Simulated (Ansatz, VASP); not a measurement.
**TiN: VASP beside Ansatz**

Contents of INCAR:

```
ALGO = Normal
EDIFF = 1E-6
ENCUT = 520
ISIF = 2
ISMEAR = -1
LASPH = T
LCHARG = F
LREAL = F
LWAVE = F
NBANDS = 16
NELM = 100
PREC = Accurate
SIGMA = 0.05
```

KPOINTS

```
k-points
0
Gamma
  13 13 13
```

The input POSCAR:

```
TiN
1.0
    0.0000000000      2.1220000000      2.1220000000
    2.1220000000      0.0000000000      2.1220000000
    2.1220000000      2.1220000000      0.0000000000
Ti N
1 1
Direct
    0.0000000000      0.0000000000      0.0000000000
    0.5000000000      0.5000000000      0.5000000000
```

Input for Ansatz:

```yaml
crystal:
  lattice:
    - [0.0, 2.122, 2.122]
    - [2.122, 0.0, 2.122]
    - [2.122, 2.122, 0.0]
  atoms:
    - { symbol: Ti, position: [0.0, 0.0, 0.0] }
    - { symbol: "N", position: [0.5, 0.5, 0.5] }
kpoints:
  mp_grid: { grid: [13, 13, 13] }
  band_path:
    path:
      - [0.0, 0.0, 0.0]
      - [0.5, 0.0, 0.5]
      - [0.625, 0.25, 0.625]
      - [0.375, 0.375, 0.75]
      - [0.0, 0.0, 0.0]
      - [0.5, 0.5, 0.5]
      - [0.5, 0.25, 0.75]
      - [0.5, 0.0, 0.5]
    npoints: 5
scf:
  occupations: { method: fermi_dirac, width: 0.05 }
hamiltonian:
  xc: lda
  pseudopotentials: { kind: all_electron, lapw: { basis_error: 0.0005 } }
output:
  forces: true
  stress: true
  eigenvalues: true
```

Alike in both runs: task single point; functional LDA; k mesh 13 × 13 × 13; occupations fermi-dirac, width 0.05 eV; no spin polarisation.

```csv
,VASP,Ansatz
version,VASP 6.6.1,Ansatz 0.2.0
potentials or method,"VASP PAW LDA potentials, release 64 (Ti_sv, N), cutoff 520 eV","all-electron LAPW, scalar-relativistic"
```

Ansatz gave:

* pressure (GPa): -14.7

Q: Which values does VASP return?

A: Pressure (GPa): -13.9.

LDA's correlation is that of Perdew and Zunger in VASP and of Perdew and Wang (1992) in Ansatz. Ansatz ran all-electron here, and VASP with PAW potentials.
